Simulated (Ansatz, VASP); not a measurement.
# One calculation of Ba2SrN2, two programs

```
Ba Sr N
1.0
     4.02648    0.00000    0.00000
    -2.01324    3.48703    0.00000
     0.00000    0.00000   10.81834
Ba Sr N
2 1 2
Direct
  0.66667 0.33333 0.21548
  0.33333 0.66667 0.78452
  0.00000 0.00000 0.50000
  0.66667 0.33333 0.66074
  0.33333 0.66667 0.33926
```

Alike in both runs: task single point; functional PBE; dispersion D4; k mesh 6 × 6 × 2; occupations fermi-dirac, width 0.05 eV; no spin polarisation.

|  | VASP | Ansatz |
| --- | --- | --- |
| version | VASP 6.6.1 | Ansatz 0.2.0 |
| potentials or method | VASP PAW PBE potentials, release 64 (Ba_sv, Sr_sv, N) | plane waves, norm-conserving potentials |
| plane-wave cutoff (eV) | 520 | 1240 |
| valence electrons in the cell | 40 | 40 |

Ansatz gave:

| Item | Value |
| --- | --- |
| pressure (GPa) | -4.4 |
| traceless stress, the component that is largest in VASP (GPa) | 0.21 |

Q: Estimate VASP's values.

A: Pressure (GPa): -3.6; traceless stress, the component that is largest in VASP (GPa): 0.07.

Spin-orbit coupling is off throughout.
